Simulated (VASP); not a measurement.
# Al2Cu in VASP: relaxation of cell and atoms with PBEsol

Aim: the relaxation of cell and atoms of Al2Cu with PBEsol.

Everything below comes from runs of VASP 6.6.1. Logs are shortened: lines on timing, memory, paths and dates and some standing lists are left out, and cuts for length are marked.

## 1. The cell of the first run

The cell holds a disordered packing, 9 atoms: a = 6.244 Å, b = 4.655 Å, c = 4.689 Å, α = 100.48°, β = 93.14°, γ = 73.75°.

## 2. Relaxation of cell and atoms, PBEsol

Input file INCAR:

```
SYSTEM = Al2Cu
  ALGO = Normal
  EDIFF = 1E-7
  EDIFFG = -0.04
  ENCUT = 600
  GGA = PS
  IBRION = 2
  ISIF = 3
  ISMEAR = 0
  ISYM = 0
  LASPH = .TRUE.
  LCHARG = .FALSE.
  LREAL = .FALSE.
  LWAVE = .FALSE.
  NELM = 60
  NSW = 45
  PREC = Accurate
  SIGMA = 0.1
```

Input file KPOINTS:

```
k-points
0
G
  4 5 5
  0 0 0
```

Input file POSCAR:

```
Al2Cu
1.0
    6.1981574330      0.7404748816     -0.1638541789
    0.7542479628      4.5707411615     -0.4526159893
   -0.0882961205     -0.3914211332      4.6713487940
Al Cu
6 3
Direct
    0.4284685611      0.5781389876      0.6096237532
    0.1886826273      0.1487608553      0.5327189823
    0.6553761275      0.0536615750      0.7606868533
    0.5337510915      0.8073971341      0.1734993075
    0.9617038112      0.6732643504      0.3816735897
    0.0833624836      0.9194692579      0.9688358226
    0.3085460590      0.3634546706      0.0711329305
    0.8559654318      0.4864259768      0.8408484601
    0.7611916965      0.2404387777      0.3015000656
```

Potentials or basis: VASP PAW PBE potentials, release 64 (Al, Cu).

The run is started by

```
cat potpaw_PBE.64/Al/POTCAR potpaw_PBE.64/Cu/POTCAR > POTCAR
mpirun -np 1 vasp_std > vasp.out
```

OUTCAR:

```text
SYSTEM = Al2Cu
   EDIFF = 1E-7
   EDIFFG = -0.04
   ENCUT = 600
   GGA = PS
   IBRION = 2
   ISIF = 3
   ISMEAR = 0
   ISYM = 0
   LASPH = .TRUE.
   LREAL = .FALSE.
   NELM = 60
   NSW = 45
   PREC = Accurate

 ion  position               nearest neighbor table
   1  0.428  0.578  0.610-   9 2.56   3 2.66   4 2.66   7 2.69   2 2.74   6 2.74   7 2.76   8 2.77
                             2 2.78   4 2.78   3 2.91   5 2.99
   2  0.189  0.149  0.533-   8 2.56   5 2.66   6 2.66   7 2.69   1 2.74   4 2.74   7 2.76   9 2.77
                             1 2.78   6 2.78   5 2.91   3 2.99
   3  0.655  0.054  0.761-   7 2.59   8 2.62   9 2.64   9 2.64   1 2.66   4 2.66   8 2.67   5 2.70
                             6 2.74   1 2.91   4 2.93   2 2.99
   4  0.534  0.807  0.173-   8 2.55   1 2.66   3 2.66   7 2.69   5 2.74   9 2.74   2 2.74   7 2.77
                             9 2.78   1 2.78   6 2.86   3 2.93
   5  0.962  0.673  0.382-   7 2.59   9 2.62   8 2.64   8 2.64   2 2.66   6 2.66   9 2.67   3 2.70
                             4 2.74   2 2.91   6 2.93   1 2.99
   6  0.083  0.919  0.969-   9 2.55   2 2.66   5 2.66   7 2.69   3 2.74   8 2.74   1 2.74   7 2.77
                             8 2.78   2 2.78   4 2.86   5 2.93
   7  0.309  0.363  0.071-   3 2.59   5 2.59   2 2.69   1 2.69   6 2.69   4 2.69   1 2.76   2 2.76
                             4 2.77   6 2.77
   8  0.856  0.486  0.841-   4 2.55   2 2.56   3 2.62   5 2.64   5 2.64   3 2.67   9 2.69   6 2.74
                             1 2.77   6 2.78   9 2.78
   9  0.761  0.240  0.302-   6 2.55   1 2.56   5 2.62   3 2.64   3 2.64   5 2.67   8 2.69   4 2.74
                             2 2.77   4 2.78   8 2.78

IMPORTANT INFORMATION: All symmetrisations will be switched off!
NOSYMM: (Re-)initialisation of all symmetry stuff for point group C_1.

----------------------------------------------------------------------------------------

                                     Primitive cell

  volume of cell :     128.6449

  direct lattice vectors                    reciprocal lattice vectors
     6.198157433  0.740474882 -0.163854179     0.164595410 -0.027077565  0.000842242
     0.754247963  4.570741161 -0.452615989    -0.026389542  0.224954769  0.018350579
    -0.088296121 -0.391421133  4.671348794     0.003216484  0.020846517  0.215878500

  length of vectors
     6.244382020  4.654613409  4.688550550     0.166809930  0.227239521  0.216906546

  position of ions in fractional coordinates (direct lattice)
     0.428468561  0.578138988  0.609623753
     0.188682627  0.148760855  0.532718982
     0.655376127  0.053661575  0.760686853
     0.533751092  0.807397134  0.173499308
     0.961703811  0.673264350  0.381673590
     0.083362484  0.919469258  0.968835823
     0.308546059  0.363454671  0.071132930
     0.855965432  0.486425977  0.840848460
     0.761191696  0.240438778  0.301500066

  ion indices of the primitive-cell ions
   primitive index   ion index
                 1           1
[... 110 lines left out ...]
   LRPA    =     F    only Hartree local field effects (RPA)
 conjugate gradient relaxation of ions
 non-spin polarized calculation
 Gauss-broadening in eV      SIGMA  =   0.10
  energy-cutoff  :      600.00
  volume of cell :      128.64
 maximum number of plane-waves:      4310
 NGX is ok and might be reduce to    50
   NGX = 25   NGY = 19   NGZ = 19

--------------------------------------- Ionic step        1  -------------------------------------------

 number of electron      51.0000006 magnetization

 Free energy of the ion-electron system (eV)
  ---------------------------------------------------
  ext. energy  EPLUGINS =         0.00000000
  ---------------------------------------------------
  free energy    TOTEN  =       -38.03261030 eV

  energy without entropy =      -38.02200102  energy(sigma->0) =      -38.02730566

------------------------ aborting loop because EDIFF is reached ----------------------------------------

  FORCE on cell =-STRESS in cart. coord.  units (eV):
  Direction    XX          YY          ZZ          XY          YZ          ZX
  --------------------------------------------------------------------------------------
  -------------------------------------------------------------------------------------
  Total       -0.9942325      1.7096912      0.1344810     -0.8692580      0.5744485     -1.9988516
  in kB      -12.3824310     21.2929400      1.6748619    -10.8259656      7.1543320    -24.8942188
  external PRESSURE =       3.5284569 kB  Pullay stress =       0.0000000 kB
[... 110 lines left out ...]
  FREE ENERGIE OF THE ION-ELECTRON SYSTEM (eV)
  ---------------------------------------------------
  free  energy   TOTEN  =       -38.1166885320 eV

  energy  without entropy=      -38.1055606889  energy(sigma->0) =      -38.11112461

[... ionic steps 4 to 8 ...]

--------------------------------------- Ionic step        9  -------------------------------------------

 number of electron      50.9999999 magnetization

------------------------ aborting loop because EDIFF is reached ----------------------------------------
[... 81 lines left out ...]
--------------------------------------- Ionic step       11  -------------------------------------------

 number of electron      50.9999997 magnetization

 Free energy of the ion-electron system (eV)
  ---------------------------------------------------
  ext. energy  EPLUGINS =         0.00000000
  ---------------------------------------------------
  free energy    TOTEN  =       -38.14186487 eV

  energy without entropy =      -38.12818135  energy(sigma->0) =      -38.13502311

 E-fermi :   8.3678     XC(G=0): -11.1471

 val. band max:        8.3409533003   @ k =   0.2500  -0.4000   0.4000
 cond. band min:       8.4044804420   @ k =   0.2500   0.0000  -0.0000
 fundamental gap:      0.0635271417
 Fermi energy:         8.3678489432

 k-point     1 :       0.0000    0.0000    0.0000
  band No.  band energies     occupation
      1      -2.7774      2.00000
      2       1.3418      2.00000
      3       1.3672      2.00000
      4       2.9763      2.00000
      5       3.0899      2.00000
      6       3.8003      2.00000
[... 781 lines left out ...]
     29      10.6297      0.00000
     30      10.7646      0.00000

 [... further k-points ...]

------------------------ aborting loop because EDIFF is reached ----------------------------------------

  FORCE on cell =-STRESS in cart. coord.  units (eV):
  Direction    XX          YY          ZZ          XY          YZ          ZX
  --------------------------------------------------------------------------------------
  -------------------------------------------------------------------------------------
  Total       -0.3115648     -0.3194551      0.0287109      0.0358424     -0.0311611      0.0280425
  in kB       -3.8778460     -3.9760523      0.3573464      0.4461076     -0.3878425      0.3490267
  external PRESSURE =      -2.4988506 kB  Pullay stress =       0.0000000 kB
[... 24 lines left out ...]
  FREE ENERGIE OF THE ION-ELECTRON SYSTEM (eV)
  ---------------------------------------------------
  free  energy   TOTEN  =       -38.1418648657 eV

  energy  without entropy=      -38.1281813544  energy(sigma->0) =      -38.13502311

 reached required accuracy - stopping structural energy minimisation
```

Wall time 60 min (1 thread of Intel Xeon 8259CL, shared host); peak memory 0.41 GiB.

Results:

```yaml
Free_energy: -38.1419 eV
Relaxed_volume: 14.30 Å³/atom
Relaxed_cell: a = 6.095 Å, b = 4.720 Å, c = 4.734 Å, α = 101.06°, β = 96.57°, γ = 74.85°
Space_group_after_relaxing_to_0.1_Å: P-1 (No. 2)
Energy_gained_by_relaxing: 12.1 meV/atom
Ionic_steps: 11
Pressure_after_relaxing: -0.2 GPa
Largest_force_after_relaxing: 0.031 eV/Å
Band_gap_on_the_k_mesh: zero (an odd number of electrons rules out a gap without spin polarisation)
```

Forces in eV/Å, atoms in the order of the input:
```
Al   0.022 -0.010 -0.013
Al  -0.021  0.010  0.013
Al   0.029  0.013 -0.001
Al  -0.009 -0.007 -0.009
Al  -0.029 -0.013  0.001
Al   0.008  0.007  0.008
Cu   0.000  0.000  0.000
Cu   0.010 -0.010  0.018
Cu  -0.010  0.010 -0.018
```

Stress tensor (GPa, compression positive):
```
-0.39  0.04  0.03
 0.04 -0.40 -0.04
 0.03 -0.04  0.04
```

The path:
| step | energy change (eV) | largest force (eV/Å) | pressure (GPa) | volume (Å³) |
| --- | --- | --- | --- | --- |
| 1 | 0.0000 | 0.2329 | 0.35 | 128.64 |
| 2 | -0.0636 | 0.2157 | -0.43 | 129.21 |
| 3 | -0.0841 | 0.1914 | -0.92 | 129.64 |
| 4 | -0.0852 | 0.1849 | -0.96 | 129.74 |
| 5 | -0.0970 | 0.1490 | 0.50 | 127.92 |
| 6 | -0.0971 | 0.1468 | 0.59 | 127.81 |
| 7 | -0.1038 | 0.0814 | 0.23 | 128.14 |
| 8 | -0.1055 | 0.1052 | -0.03 | 128.45 |
| 9 | -0.1055 | 0.1005 | 0.02 | 128.40 |
| 10 | -0.1084 | 0.0598 | -0.13 | 128.57 |
| 11 | -0.1093 | 0.0314 | -0.25 | 128.73 |

Final structure:
```cif
data_structure
_symmetry_space_group_name_H-M 'P 1'
_symmetry_Int_Tables_number 1
_cell_length_a 6.0954
_cell_length_b 4.7204
_cell_length_c 4.7336
_cell_angle_alpha 101.060
_cell_angle_beta 96.574
_cell_angle_gamma 74.852
_cell_volume 128.73
loop_
_atom_site_label
_atom_site_type_symbol
_atom_site_fract_x
_atom_site_fract_y
_atom_site_fract_z
_atom_site_occupancy
Al1 Al 0.42778 0.57832 0.60528 1
Al2 Al 0.18936 0.14857 0.53706 1
Al3 Al 0.64579 0.05027 0.75086 1
Al4 Al 0.53146 0.80760 0.17290 1
Al5 Al 0.97132 0.67663 0.39149 1
Al6 Al 0.08567 0.91928 0.96942 1
Cu1 Cu 0.30854 0.36347 0.07122 1
Cu2 Cu 0.85795 0.48646 0.84281 1
Cu3 Cu 0.75917 0.24041 0.29947 1
```

Levels at points of the mesh, in eV from the Fermi level:
```csv
k point,band 22,band 23,band 24,band 25,band 26,band 27,band 28,band 29,band 30
"(0.00, 0.00, 0.00)",-2.29,-1.47,-1.44,-0.36,0.05,0.36,0.36,1.68,2.05
"(0.50, 0.00, 0.00)",-1.78,-1.33,-1.20,-1.04,-0.58,-0.27,0.39,0.84,1.68
```

Caveat: the PAW data sets were made with another functional, which shifts forces and pressure a little.

The gap in the log of VASP goes by the Fermi energy; the results here count the filled bands.